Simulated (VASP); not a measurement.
# MgS (hb.eB): single point with PBEsol

The system is MgS (hb.eB).

```
CELL_PARAMETERS angstrom
3.99625 0.00000 0.00000
0.00000 5.65155 0.00000
0.00000 0.00000 3.99625
ATOMIC_POSITIONS crystal
Mg 0.00000 0.00000 0.00000
Mg 0.50000 0.50000 0.50000
S 0.50000 0.25000 0.00000
S 0.00000 0.75000 0.50000
```

| Item | Value |
| --- | --- |
| Program | VASP 6.6.1 |
| Task | single point |
| Functional | PBEsol |
| Potentials or basis | VASP PAW PBE potentials, release 64 (Mg, S) |
| Cutoff | 600 eV |
| k mesh | 6 × 4 × 6 |
| Occupations | gaussian, width 0.02 eV |
| Spin | no spin polarisation |

| Property | Result |
| --- | --- |
| Pressure | -0.1 GPa |
| Band gap on the k mesh | 3.32 eV |

Levels at points of the mesh, in eV from the valence-band top:
```
           k point  band 5  band 6  band 7  band 8  band 9  band 10  band 11  band 12
(0.00, 0.00, 0.00)   -1.06    0.00    0.00    0.00    3.32     3.71     5.55     7.89
(0.50, 0.00, 0.00)   -1.43   -1.43   -0.35   -0.35    6.28     6.28     6.71     6.71
(0.00, 0.50, 0.00)   -0.58   -0.58   -0.58   -0.58    5.03     5.03     6.45     6.45
(0.50, 0.50, 0.00)   -0.33   -0.33   -0.33   -0.33    5.01     5.01     7.55     7.55
(0.50, 0.00, 0.50)   -1.06   -1.06   -1.06   -1.06    3.71     3.71     5.55     5.55
(0.50, 0.50, 0.50)   -1.89   -1.89   -1.37   -1.37    5.39     5.39     7.92     7.92
```

Wall time 32 s on 1 thread of Intel Xeon 6975P-C (shared host), peak memory 0.23 GiB.

Caveat: the PAW data sets were made with another functional, which shifts forces and pressure a little. A k mesh can miss the band edges.
